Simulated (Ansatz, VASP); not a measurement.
**MgSn4N: VASP beside Ansatz**

```xyz
6
Lattice="5.2564 0.0000 0.0000 -2.6282 4.5522 0.0000 0.0000 0.0000 5.8658" Properties=species:S:1:pos:R:3 pbc="T T T"
Mg    0.0000    0.0000    2.9329
Sn    0.0000    3.0348    2.9329
Sn    2.6282    1.5174    2.9329
Sn    0.0000    3.0348    0.0000
Sn    2.6282    1.5174    0.0000
N     0.0000    0.0000    0.0000
```

Alike in both runs: functional PBE; k mesh 12 × 12 × 8; occupations gaussian, width 0.1 eV; no spin polarisation.

Ansatz relaxed the structure, and its values are those at the end. VASP's run is a single point on that final structure, the one shown.

|  | VASP | Ansatz |
| --- | --- | --- |
| version | VASP 6.6.1 | Ansatz 0.2.0 |
| potentials or method | VASP PAW PBE potentials, release 64 (Mg, Sn_d, N), cutoff 520 eV | scalar-relativistic, plane waves, PAW |
| valence electrons in the cell | 63 | 71 |

```tsv
	VASP	Ansatz	Ansatz less VASP
gap on the k mesh at the Fermi level (eV)	none	none	-
pressure (GPa)	-0.1	0.0	+0.09
```

A gap of «none» marks a metal or a gap that the smearing closes. With one functional, cell and mesh, what is left measures potentials, basis and numerics. VASP's potentials hold 63 valence electrons a cell and Ansatz's 71, so a difference there can come from the potentials and not from the codes.
